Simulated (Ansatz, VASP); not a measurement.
# Zr3PN3: VASP beside Ansatz

```xyz
7
Lattice="4.7680 0.0000 0.0000 0.0000 4.7680 0.0000 0.0000 0.0000 4.7680" Properties=species:S:1:pos:R:3 pbc="T T T"
Zr    2.3840    2.3840    0.0000
Zr    0.0000    2.3840    2.3840
Zr    2.3840    0.0000    2.3840
P     2.3840    2.3840    2.3840
N     2.3840    0.0000    0.0000
N     0.0000    2.3840    0.0000
N     0.0000    0.0000    2.3840
```

Change from the starting cell: species swapped into the Ce3GaBr3 type (Pm-3m, No. 221).

Alike in both runs: functional PBE; k mesh 4 × 4 × 4; occupations gaussian, width 0.1 eV; no spin polarisation.

Ansatz relaxed the structure, and its values are those at the end. VASP's run is a single point on that final structure, the one shown.

```csv
,VASP,Ansatz
version,VASP 6.6.1,Ansatz 0.2.0
potentials or method,"VASP PAW PBE potentials, release 64 (Zr_sv, P, N), cutoff 520 eV","scalar-relativistic, plane waves, PAW"
valence electrons in the cell,56,56
```

```csv
,VASP,Ansatz,Ansatz less VASP
gap on the k mesh at the Fermi level (eV),none,none,-
pressure (GPa),0.0,-0.1,-0.06
```

A gap of «none» marks a metal or a gap that the smearing closes. The functional is the same, so the differences come from potentials, cutoffs and numerics.
